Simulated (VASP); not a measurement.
Input of a VASP 6.6.1 run:

POSCAR

```
Ge
1.0
    1.4639685827     -2.6924672503      0.0000000000
    1.4639685827      2.6924672503      0.0000000000
    0.0000000000      0.0000000000      2.3744953753
Ge
1
Direct
    0.5000000000      0.5000000000      0.0000000000
```

The input INCAR.step1:

```
SYSTEM = Ge
PREC = Accurate
ENCUT = 520
ISMEAR = 0
SIGMA = 0.15
LREAL = .False.
LASPH = .True.
NELM = 80
NBANDS = 13
GGA = PE
ALGO = Normal
EDIFF = 1E-4
LWAVE = .True.
LCHARG = .False.
```

The input INCAR.step2:

```
SYSTEM = Ge
PREC = Accurate
ENCUT = 520
EDIFF = 1E-7
ISMEAR = 0
SIGMA = 0.15
LREAL = .False.
LASPH = .True.
NELM = 80
ALGO = Normal
ISIF = 2
LWAVE = .False.
LCHARG = .False.
METAGGA = R2SCAN
LMIXTAU = .True.
NBANDS = 13
ISTART = 1
```

The input KPOINTS:

```
Automatic mesh
0
Gamma
  28 28 24
  0 0 0
```

Potentials or basis: VASP PAW PBE potentials, release 64 (Ge_d).

Command:

```console
$ cat potpaw_PBE.64/Ge_d/POTCAR > POTCAR
$ cp INCAR.step1 INCAR
$ mpirun -np 1 vasp_std > vasp.out
$ cp INCAR.step2 INCAR
$ mpirun -np 1 vasp_std > vasp.out
```

What does it give for the pressure?

4.7 GPa.

What does it give for the band gap on the k mesh?

Zero (bands 7 and 8 overlap by 9.58 eV).

Stress tensor (GPa, compression positive):
```
-7.27  0.00  0.00
 0.00 -8.28  0.00
 0.00  0.00 29.66
```

Caveat: the stress differs along the axes, from -8 to 30 GPa; the PAW data sets were made with another functional, which shifts forces and pressure a little.
